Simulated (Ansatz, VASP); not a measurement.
C: VASP and Ansatz over several settings

```
CELL_PARAMETERS angstrom
0.00000 1.77140 1.77140
1.77140 0.00000 1.77140
1.77140 1.77140 0.00000
ATOMIC_POSITIONS crystal
C 0.75000 0.75000 0.75000
C 0.50000 0.50000 0.50000
```

Single points on this cell with VASP 6.6.1 and Ansatz 0.2.0. Each row is one pair of runs. Alike in all rows: spin: off; smearing: fermi-dirac, width 0.05 eV; VASP's potentials, cutoff: VASP PAW PBE potentials, release 64 (C), 520 eV; Ansatz's potentials, cutoff: Ansatz PAW, 420 eV.

```csv
level,k mesh,"gap on the k mesh at the Fermi level (eV), VASP","gap on the k mesh at the Fermi level (eV), Ansatz","least direct gap on the mesh (eV), VASP","least direct gap on the mesh (eV), Ansatz","pressure (GPa), VASP","pressure (GPa), Ansatz"
PBE-based screened hybrid,7 × 7 × 7,5.22,5.23,6.81,6.81,2.5,1.5
PBEsol-based global hybrid,7 × 7 × 7,6.13,6.12,7.75,7.73,-2.4,-3.6
HSE06,8 × 8 × 8,?,5.34,?,7.04,?,1.1
PBE0,8 × 8 × 8,6.09,6.09,7.78,7.76,1.8,1.0
```

Question: Fill in what VASP gave in row 3.

Answer: gap on the k mesh at the Fermi level (eV): 5.33; least direct gap on the mesh (eV): 7.03; pressure (GPa): 2.0.

The k mesh is coarse in some rows, so the values compare programs but aren't converged. Noted on Ansatz's runs: odd divisions of the mesh miss points on the zone boundary, where band edges often lie, so the gap on the mesh can be too wide.
